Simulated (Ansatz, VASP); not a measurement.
Mg in VASP and in Ansatz

Contents of POSCAR:

```
Mg
1.0
    5.4693473743      0.0000000000      0.0000000000
   -2.7346736871      4.7365937683      0.0000000000
    0.0000000000      0.0000000000      5.1002486633
Mg
5
Direct
    0.0000000000      0.6704560663      0.0000000000
    0.6704560663      0.0000000000      0.0000000000
    0.3295439337      0.3295439337      0.0000000000
    0.6666666667      0.3333333333      0.5000000000
    0.3333333333      0.6666666667      0.5000000000
```

Contents of INCAR.step1:

```
PREC     = Accurate       # precision mode
ENCUT    = 600            # plane-wave cutoff, eV
ISMEAR   = 0              # smearing method
SIGMA    = 0.1            # smearing width, eV
LREAL    = F              # projectors in reciprocal space
LASPH    = T              # aspherical terms in the spheres
NELM     = 100            # most SCF steps
GGA      = PE             # functional
ALGO     = Normal         # electronic algorithm
EDIFF    = 1E-4           # SCF threshold, eV
LWAVE    = T              # write WAVECAR
LCHARG   = F              # write CHGCAR
```

Contents of INCAR.step2:

```
PREC     = Accurate       # precision mode
ENCUT    = 600            # plane-wave cutoff, eV
EDIFF    = 1E-6           # SCF threshold, eV
ISMEAR   = 0              # smearing method
SIGMA    = 0.1            # smearing width, eV
LREAL    = F              # projectors in reciprocal space
LASPH    = T              # aspherical terms in the spheres
NELM     = 100            # most SCF steps
ALGO     = Normal         # electronic algorithm
ISIF     = 3              # what is computed and relaxed
LWAVE    = F              # write WAVECAR
LCHARG   = F              # write CHGCAR
METAGGA  = R2SCAN         # meta-GGA
LMIXTAU  = T            
IBRION   = 2              # ionic algorithm
NSW      = 90             # ionic steps
EDIFFG   = -0.025         # ionic threshold
ISTART   = 1
```

Contents of KPOINTS:

```
Automatic mesh
0
Gamma
  6 6 6
```

Input for Ansatz:

```yaml
crystal:
  lattice:
    - [5.4693473743, 0.0, 0.0]
    - [-2.7346736871, 4.7365937683, 0.0]
    - [0.0, 0.0, 5.1002486633]
  atoms:
    - { symbol: Mg, position: [0.0, 0.6704560663, 0.0] }
    - { symbol: Mg, position: [0.6704560663, 0.0, 0.0] }
    - { symbol: Mg, position: [0.3295439337, 0.3295439337, 0.0] }
    - { symbol: Mg, position: [0.6666666667, 0.3333333333, 0.5] }
    - { symbol: Mg, position: [0.3333333333, 0.6666666667, 0.5] }
basis:
  ecutwfc: 500
kpoints:
  mp_grid: { grid: [6, 6, 6] }
hamiltonian:
  xc: r2scan
scf:
  occupations: { method: gaussian, width: 0.1 }
output:
  forces: true
  stress: true
  eigenvalues: true
relax:
  adjacent_minimum: "off"
  f_tol: 0.025
  max_steps: 70
  cell: { stress_tol: 0.12 }
```

Alike in both runs: task relaxation of cell and atoms; functional r2SCAN; k mesh 6 × 6 × 6; occupations gaussian, width 0.1 eV; no spin polarisation.

|  | VASP | Ansatz |
| --- | --- | --- |
| version | VASP 6.6.1 | Ansatz 0.2.0 |
| potentials or method | VASP PAW PBE potentials, release 64 (Mg), cutoff 600 eV | scalar-relativistic, plane waves, PAW |
| valence electrons in the cell | 10 | 50 |

|  | VASP | Ansatz | Ansatz less VASP |
| --- | --- | --- | --- |
| gap on the k mesh at the Fermi level, each at its own relaxed structure (eV) | none | none | - |
| relaxed volume (Å³/atom) | 25.65 | 25.81 | +0.164 |
| relaxed cell length with the largest relative difference (Å) | 5.416 | 5.430 | +0.0145 |

VASP's potentials were made for PBE, not for r2SCAN. A gap of «none» marks a metal or a gap that the smearing closes. VASP's potentials hold 10 valence electrons a cell and Ansatz's 50, so a difference there can come from the potentials and not from the codes.
